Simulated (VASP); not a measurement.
# MgO (P1) in VASP: single point with PBE

Aim: the single point of MgO with PBE.

Everything below comes from runs of VASP 6.6.1. Logs are shortened: lines on timing, memory, paths and dates and some standing lists are left out, and cuts for length are marked.

## 1. The cell of the first run

The typed cell holds 8 atoms: a = 4.218 Å, b = 4.201 Å, c = 4.383 Å, α = 89.84°, β = 89.67°, γ = 90.16°.

## 2. Single point, PBE (atoms moved at random and the cell strained at random)

INCAR reads:

```
SYSTEM = MgO
PREC = Accurate
ENCUT = 520
EDIFF = 1E-6
ISMEAR = 0
SIGMA = 0.05
LREAL = .False.
LASPH = .True.
NELM = 100
ALGO = Normal
ISIF = 2
LWAVE = .False.
LCHARG = .False.
GGA = PE
NBANDS = 26
```

KPOINTS reads:

```
regular mesh
0
Gamma
  6 6 6
  0 0 0
```

POSCAR reads:

```
MgO
1.0
    4.2184082039      0.0059513374     -0.0122237360
   -0.0059513374     -4.2010795438     -0.0060155050
    0.0122237360     -0.0060155050     -4.3834397319
Mg O
4 4
Direct
    0.0024940704      0.4957399611      0.5015911739
    0.4949975802      0.0066480004      0.4918364672
    0.4979571265      0.5044953114      0.0007017226
   -0.0055185455     -0.0056996820      0.0034232059
    0.5041204086     -0.0095294812      0.0086196151
    0.0021151291      0.5071228745     -0.0071065562
    0.0008643699      0.0056797866      0.5021527804
    0.5029698607      0.4955432293      0.4987815910
```

Potentials or basis: VASP PAW PBE potentials, release 64 (Mg, O).

On the command line:

```console
$ cat potpaw_PBE.64/Mg/POTCAR potpaw_PBE.64/O/POTCAR > POTCAR
$ mpirun -np 1 vasp_std > vasp.out
```

OUTCAR:

```text
SYSTEM = MgO
   PREC = Accurate
   ENCUT = 520
   EDIFF = 1E-6
   ISMEAR = 0
   LREAL = .False.
   LASPH = .True.
   NELM = 100
   ISIF = 2
   GGA = PE

 ion  position               nearest neighbor table
   1  0.002  0.496  0.502-   7 2.06   8 2.11   8 2.11   7 2.14   6 2.15   6 2.23   2 2.93   2 2.96
                             2 2.98   4 3.02   3 3.02   3 3.03   2 3.04   4 3.04   4 3.04   4 3.04
   2  0.495  0.007  0.492-   8 2.05   7 2.08   5 2.12   7 2.13   8 2.15   5 2.27   1 2.93   1 2.96
                             1 2.98   4 3.00   3 3.00   4 3.02   3 3.02   1 3.04   3 3.06   3 3.07
   3  0.498  0.504  0.001-   5 2.04   6 2.09   6 2.13   5 2.16   8 2.18   8 2.20   4 2.93   4 2.96
                             2 3.00   4 3.00   4 3.01   2 3.02   1 3.02   1 3.03   1 3.04   2 3.06
   4  0.994  0.994  0.003-   6 2.05   5 2.07   5 2.15   6 2.15   7 2.19   7 2.20   3 2.93   3 2.96
                             2 3.00   3 3.00   3 3.01   2 3.02   1 3.02   1 3.04   1 3.04   1 3.04
   5  0.504  0.990  0.009-   3 2.04   4 2.07   2 2.12   4 2.15   3 2.16   2 2.27
   6  0.002  0.507  0.993-   4 2.05   3 2.09   3 2.13   1 2.15   4 2.15   1 2.23
   7  0.001  0.006  0.502-   1 2.06   2 2.08   2 2.13   1 2.14   4 2.19   4 2.20
   8  0.503  0.496  0.499-   2 2.05   1 2.11   1 2.11   2 2.15   3 2.18   3 2.20

  LATTYP: Found a triclinic cell.
 ALAT       =     6.0800497835
 B/A-ratio  =     0.6909627743
 C/A-ratio  =     1.0034174641
 COS(alpha) =     0.0000598433
 COS(beta)  =     0.5208852811
 COS(gamma) =     0.6929816375

  Lattice vectors:

 A1 = (  -0.0062723986,   4.2070950488,   4.3894552369)
 A2 = (   0.0059513374,   4.2010795438,   0.0060155050)
 A3 = (  -4.2306319399,   0.0000641676,   4.3956634679)

Analysis of symmetry for initial positions (statically):
=====================================================================
 Subroutine PRICEL returns:
 Original cell was already a primitive cell.

 Routine SETGRP: Setting up the symmetry group for a
 triclinic supercell.

 Subroutine GETGRP returns: Found  1 space group operations
 (whereof  1 operations were pure point group operations)
 out of a pool of  2 trial point group operations.

The static configuration has the point symmetry C_1 .

Analysis of symmetry for dynamics (positions and initial velocities):
=====================================================================
 Subroutine PRICEL returns:
 Original cell was already a primitive cell.

 Routine SETGRP: Setting up the symmetry group for a
 triclinic supercell.

 Subroutine GETGRP returns: Found  1 space group operations
 (whereof  1 operations were pure point group operations)
 out of a pool of  2 trial point group operations.

The dynamic configuration has the point symmetry C_1 .

 Subroutine INISYM returns: Found  1 space group operations
 (whereof  1 operations are pure point group operations),
 and found     1 'primitive' translations

----------------------------------------------------------------------------------------

                                     Primitive cell

  volume of cell :      77.6818

  direct lattice vectors                    reciprocal lattice vectors
     4.218408204  0.005951337 -0.012223736     0.237058635 -0.000336769  0.000661528
    -0.005951337 -4.201079544 -0.006015505     0.000336769 -0.238035001  0.000327601
     0.012223736 -0.006015505 -4.383439732    -0.000661528  0.000327601 -0.228133639

  length of vectors
     4.218430112  4.201088066  4.383460903     0.237059797  0.238035465  0.228134833

  position of ions in fractional coordinates (direct lattice)
     0.002494070  0.495739961  0.501591174
     0.494997580  0.006648000  0.491836467
     0.497957126  0.504495311  0.000701723
     0.994481454  0.994300318  0.003423206
     0.504120409  0.990470519  0.008619615
     0.002115129  0.507122874  0.992893444
     0.000864370  0.005679787  0.502152780
     0.502969861  0.495543229  0.498781591

  ion indices of the primitive-cell ions
   primitive index   ion index
                 1           1
                 2           2
                 3           3
                 4           4
                 5           5
                 6           6
                 7           7
                 8           8

----------------------------------------------------------------------------------------

 KPOINTS: regular mesh

Automatic generation of k-mesh.
 Grid dimensions read from file:
 generate k-points for:    6    6    6

 Generating k-lattice:

  Cartesian coordinates                     Fractional coordinates (reciprocal lattice)
     0.039509772 -0.000056128  0.000110255     0.166666667  0.000000000 -0.000000000
     0.000056128 -0.039672500  0.000054600    -0.000000000  0.166666667  0.000000000
    -0.000110255  0.000054600 -0.038022273     0.000000000  0.000000000  0.166666667

  Length of vectors
     0.039509966  0.039672578  0.038022472

  Shift w.r.t. Gamma in fractional coordinates (k-lattice)
     0.000000000  0.000000000  0.000000000

 Subroutine IBZKPT returns following result:
 ===========================================

 Found    112 irreducible k-points:

 Following reciprocal coordinates:
            Coordinates               Weight
  0.000000  0.000000  0.000000      1.000000
  0.166667  0.000000 -0.000000      2.000000
  0.333333 -0.000000  0.000000      2.000000
  0.500000 -0.000000 -0.000000      1.000000
  0.000000  0.166667 -0.000000      2.000000
  0.166667  0.166667  0.000000      2.000000
[... 16 lines left out ...]
  0.333333 -0.000000  0.166667      2.000000
  0.500000 -0.000000  0.166667      2.000000
 [... further k-points ...]
   k-points           NKPTS =    112   k-points in BZ     NKDIM =    112   number of bands    NBANDS=     26
   number of dos      NEDOS =    301   number of ions     NIONS =      8
   total plane-waves  NPLWV =  36864
   dimension x,y,z NGX =    32 NGY =   32 NGZ =   36
   dimension x,y,z NGXF=    64 NGYF=   64 NGZF=   72
   ions per type =               4   4
   NGX,Y,Z   is equivalent  to a cutoff of  12.61, 12.66, 13.65 a.u.
   NGXF,Y,Z  is equivalent  to a cutoff of  25.22, 25.33, 27.31 a.u.
 SYSTEM =  MgO
   PREC   = accura    normal or accurate (medium, high low for compatibility)
   ISTART =      0    job   : 0-new  1-cont  2-samecut
   ICHARG =      2    charge: 1-file 2-atom 10-const
   ISPIN  =      1    spin polarized calculation?
   LNONCOLLINEAR =      F non collinear calculations
   LSORBIT =      F    spin-orbit coupling
   LASPH  =      T    aspherical Exc in radial PAW
   ENCUT  =  520.0 eV  38.22 Ry    6.18 a.u.   7.84  7.81  8.15*2*pi/ulx,y,z
   NELM   =    100;   NELMIN=  2; NELMDL= -5     # of ELM steps
   EDIFF  = 0.1E-05   stopping-criterion for ELM
   LREAL  =      F    real-space projection
   EDIFFG = 0.1E-04   stopping-criterion for IOM
   NSW    =      0    number of steps for IOM
   IBRION =     -1    ionic relax: 0-MD 1-quasi-New 2-CG
   NFREE  =      0    steps in history (QN), initial steepest desc. (CG)
   ISIF   =      2    stress and relaxation
   ISYM   =      2    0-nonsym 1-usesym 2-fastsym
   POTIM  = 0.5000    time-step for ionic-motion
   TEBEG  =    0.0;   TEEND  =   0.0 temperature during run
   PSTRESS=    0.0 pullay stress
   NELECT =      32.0000    total number of electrons
   NUPDOWN=      -1.0000    fix difference up-down
   EMIN   =  10.00;   EMAX   =-10.00  energy-range for DOS
   EFERMI =   0.00;   METHOD = LEGACY
   ISMEAR =     0;   SIGMA  =   0.05  broadening in eV -4-tet -1-fermi 0-gaus
   EFERMI_NEDOS =   21; number of points for ismear=-14 and -15
   IALGO  =     38    algorithm
   IMIX   =      4    mixing-type and parameters
     AMIX     =   0.40;   BMIX     =  1.00
     AMIX_MAG =   1.60;   BMIX_MAG =  1.00
  volume/ion in A,a.u.               =       9.71        65.53
  Fermi-wavevector in a.u.,A,eV,Ry     =   1.218106  2.301886 20.188080  1.483782
  Thomas-Fermi vector in A             =   2.353404
   LORBIT       =      0    0 simple, 1 ext, 2 COOP (PROOUT), +10 PAW based schemes
   GGA     = PE    functional components
   LHFCALC =     F    Hartree Fock is set to
   AEXX    =    0.0000 exact exchange contribution
   IVDW    =     0    specifies the selected vdW correction
   LEPSILON=     F    determine dielectric tensor
   LRPA    =     F    only Hartree local field effects (RPA)
 non-spin polarized calculation
 Gauss-broadening in eV      SIGMA  =   0.05
  energy-cutoff  :      520.00
  volume of cell :       77.68
 maximum number of plane-waves:      2112
   NGX = 15   NGY = 15   NGZ = 17

 number of electron      32.0000000 magnetization

 Free energy of the ion-electron system (eV)
  ---------------------------------------------------
  ext. energy  EPLUGINS =         0.00000000
  ---------------------------------------------------
  free energy    TOTEN  =       -47.53321914 eV

  energy without entropy =      -47.53321914  energy(sigma->0) =      -47.53321914

 E-fermi :   3.2222     XC(G=0): -10.8918

 val. band max:        2.9491990224   @ k =   0.0000   0.0000   0.0000
 cond. band min:       7.2402073852   @ k =   0.0000   0.0000   0.0000
 fundamental gap:      4.2910083628
 Fermi energy:         3.2222430126

 k-point     1 :       0.0000    0.0000    0.0000
  band No.  band energies     occupation
      1     -14.1768      2.00000
      2     -12.8178      2.00000
      3     -12.7139      2.00000
      4     -12.7013      2.00000
      5      -1.1063      2.00000
      6      -0.9938      2.00000
[... 18 lines left out ...]
     25      15.7178      0.00000
     26      15.8175      0.00000

 k-point     2 :       0.1667    0.0000   -0.0000
  band No.  band energies     occupation
      1     -14.0825      2.00000
      2     -12.8146      2.00000
      3     -12.7970      2.00000
      4     -12.6964      2.00000
      5      -0.9752      2.00000
      6      -0.8491      2.00000
[... 18 lines left out ...]
     25      15.6919      0.00000
     26      15.8203      0.00000

 k-point     3 :       0.3333   -0.0000    0.0000
  band No.  band energies     occupation
      1     -13.8216      2.00000
      2     -13.0886      2.00000
      3     -12.7501      2.00000
      4     -12.6915      2.00000
      5      -0.5869      2.00000
      6      -0.4586      2.00000
[... 18 lines left out ...]
     25      15.2452      0.00000
     26      15.6079      0.00000

 k-point     4 :       0.5000   -0.0000   -0.0000
  band No.  band energies     occupation
      1     -13.4648      2.00000
      2     -13.4525      2.00000
      3     -12.7096      2.00000
      4     -12.7059      2.00000
      5       0.0133      2.00000
      6       0.0321      2.00000
[... 18 lines left out ...]
     25      14.9757      0.00000
     26      15.0053      0.00000
[... 496 lines left out ...]
      1     -14.0023      2.00000
      2     -12.8877      2.00000
      3     -12.7940      2.00000
      4     -12.6964      2.00000
      5      -0.8585      2.00000
      6      -0.7716      2.00000
[... 18 lines left out ...]
     25      15.5955      0.00000
     26      15.6665      0.00000

 k-point    23 :       0.3333   -0.0000    0.1667
  band No.  band energies     occupation
      1     -13.7526      2.00000
      2     -13.0514      2.00000
      3     -12.8175      2.00000
      4     -12.7113      2.00000
      5      -0.5930      2.00000
      6      -0.4339      2.00000
[... 18 lines left out ...]
     25      15.2551      0.00000
     26      15.5306      0.00000

 k-point    24 :       0.5000   -0.0000    0.1667
  band No.  band energies     occupation
      1     -13.4104      2.00000
      2     -13.3970      2.00000
      3     -12.7550      2.00000
      4     -12.7474      2.00000
      5      -0.2056      2.00000
      6      -0.1887      2.00000
[... 18 lines left out ...]
     25      15.1146      0.00000
     26      15.1299      0.00000

 [... further k-points ...]

------------------------ aborting loop because EDIFF is reached ----------------------------------------

  FORCE on cell =-STRESS in cart. coord.  units (eV):
  Direction    XX          YY          ZZ          XY          YZ          ZX
  --------------------------------------------------------------------------------------
  -------------------------------------------------------------------------------------
  Total        0.1561936      0.8474701     -2.6801018     -0.1987932     -0.1468862      0.3709865
  in kB        3.2214722     17.4789635    -55.2767580     -4.1000835     -3.0295091      7.6515502
  external PRESSURE =     -11.5254408 kB  Pullay stress =       0.0000000 kB

 VOLUME and BASIS-vectors are now :
 -----------------------------------------------------------------------------
  energy-cutoff  :      520.00
  volume of cell :       77.68
      direct lattice vectors                 reciprocal lattice vectors
     4.218408204  0.005951337 -0.012223736     0.237058635 -0.000336769  0.000661528
    -0.005951337 -4.201079544 -0.006015505     0.000336769 -0.238035001  0.000327601
     0.012223736 -0.006015505 -4.383439732    -0.000661528  0.000327601 -0.228133639

 POSITION                                       TOTAL-FORCE (eV/Angst)
 -----------------------------------------------------------------------------------
      0.01370     -2.08565     -2.20171        -0.110078     -0.294642     -0.021779
      2.09407     -0.02794     -2.16203         0.234735      0.364402     -0.294187
      2.09759     -2.11647     -0.01220         0.125419      0.308819      0.098873
      4.18925     -4.17124     -0.03314         0.219225     -0.318319      0.155390
      2.12080     -4.15810     -0.04990        -0.268496     -0.560648      0.245861
      0.01804     -2.13642     -4.35537        -0.048876      0.478046     -0.267703
      0.00975     -0.02688     -2.20120        -0.041113      0.292152      0.096563
      2.12488     -2.08182     -2.19551        -0.110815     -0.269810     -0.013018
 -----------------------------------------------------------------------------------
    total drift:                                0.000055     -0.000025      0.000186

  FREE ENERGIE OF THE ION-ELECTRON SYSTEM (eV)
  ---------------------------------------------------
  free  energy   TOTEN  =       -47.5332191414 eV

  energy  without entropy=      -47.5332191414  energy(sigma->0) =      -47.53321914
```

It took 4.7 min on 1 thread of AMD EPYC 7R13, shared host; peak memory 0.27 GiB.

What came out:

| Item | Value |
| --- | --- |
| Free energy | -47.5332 eV |
| Pressure | -1.2 GPa |
| Largest force | 0.668 eV/Å |
| Band gap on the k mesh | 4.29 eV |

Forces in eV/Å, atoms in the order of the input:
```
Mg  -0.110 -0.295 -0.022
Mg   0.235  0.364 -0.294
Mg   0.125  0.309  0.099
Mg   0.219 -0.318  0.155
O   -0.268 -0.561  0.246
O   -0.049  0.478 -0.268
O   -0.041  0.292  0.097
O   -0.111 -0.270 -0.013
```

Caveat: the cell differs from its parent crystal (atoms moved at random and the cell strained at random).
